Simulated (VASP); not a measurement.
ZnS: single point with revPBE

**Measured values to compare with.**

From “Electronic, vibrational, and thermodynamic properties of ZnS (zincblende and rocksalt structure)”, 2009, arxiv:0911.5022, for a bulk crystal of ZnS at 19 K: band gap 3.85 eV (direct).

ZnS:

```
Zn S
1.0
     0.00000    2.71989    2.71989
     2.71989    0.00000    2.71989
     2.71989    2.71989    0.00000
Zn S
1 1
Direct
  0.75000 0.75000 0.75000
  0.00000 0.00000 0.00000
```

| Item | Value |
| --- | --- |
| Program | VASP 6.6.1 |
| Task | single point |
| Functional | revPBE |
| Potentials or basis | VASP PAW PBE potentials, release 64 (Zn, S) |
| Cutoff | 520 eV |
| k mesh | 9 × 9 × 9 |
| Occupations | fermi-dirac, width 0.05 eV |
| Spin | no spin polarisation |
| Dipole correction | no |
| Further INCAR settings | ALGO = Normal; EDIFF = 1e-06; NBANDS = 16 |

- Pressure: 2.1 GPa
- Band gap on the k mesh: 2.15 eV, direct

Levels at points of the mesh, in eV from the valence-band top:
```csv
k point,band 5,band 6,band 7,band 8,band 9,band 10,band 11,band 12,band 13,band 14
"(0.00, 0.00, 0.00)",-5.75,-5.75,0.00,0.00,0.00,2.15,6.45,6.45,6.45,11.72
```

Run time: 13 s on 1 thread of AMD EPYC 9R45 96-Core Processor (Zen 5) (shared host), peak memory 0.14 GiB.

A measured gap of ZnS is 3.85 eV (direct; 19 K; quoted in “Electronic, vibrational, and thermodynamic properties of ZnS (zincblende and rocksalt structure)”, 2009, arxiv:0911.5022); the calculated 2.15 eV misses it by -1.70 eV. The value is that of revPBE, without temperature or zero-point motion. Semilocal functionals fall short of measured gaps as a rule.

Caveat: the PAW data sets were made with another functional, which shifts forces and pressure a little.
